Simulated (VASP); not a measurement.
The system is CdS.

```
Cd S
1.0
     4.26117    0.00000    0.00000
    -2.13058    3.69028    0.00000
     0.00000    0.00000    5.80417
Cd S
1 1
Direct
  0.00000 0.00000 0.44269
  0.66667 0.33333 0.43431
```

```yaml
Program: VASP 6.6.1
Task: relaxation of cell and atoms
Functional: RPBE
Potentials_or_basis: VASP PAW PBE potentials, release 64 (Cd, S)
Cutoff: 600 eV
k_mesh: 7 × 7 × 5
Occupations: fermi-dirac, width 0.05 eV
Spin: no spin polarisation
```

At the start: pressure 0.9 GPa; volume 45.64 Å³/atom.

Q: How do energy, volume and symmetry change on relaxing?

A: Over 3 steps the energy falls by 3.7 meV/atom and the volume is 46.59 Å³/atom (+2.1 %); space group P-6m2 (No. 187, to 0.1 Å) before and after.

Step by step:
| step | energy change (eV) | largest force (eV/Å) | pressure (GPa) | volume (Å³) |
| --- | --- | --- | --- | --- |
| 1 | 0.0000 | 0.0054 | 0.85 | 91.27 |
| 2 | -0.0041 | 0.0065 | -0.51 | 94.50 |
| 3 | -0.0073 | 0.0020 | 0.01 | 93.18 |

Final structure:
```xyz
2
Lattice="4.3052 0.0000 0.0000 -2.1526 3.7284 0.0000 0.0000 0.0000 5.8049" Properties=species:S:1:pos:R:3 pbc="T T T"
Cd    0.0000    0.0000    2.5699
S     2.1526    1.2428    2.5210
```

Caveat: the PAW data sets were made with another functional, which shifts forces and pressure a little.
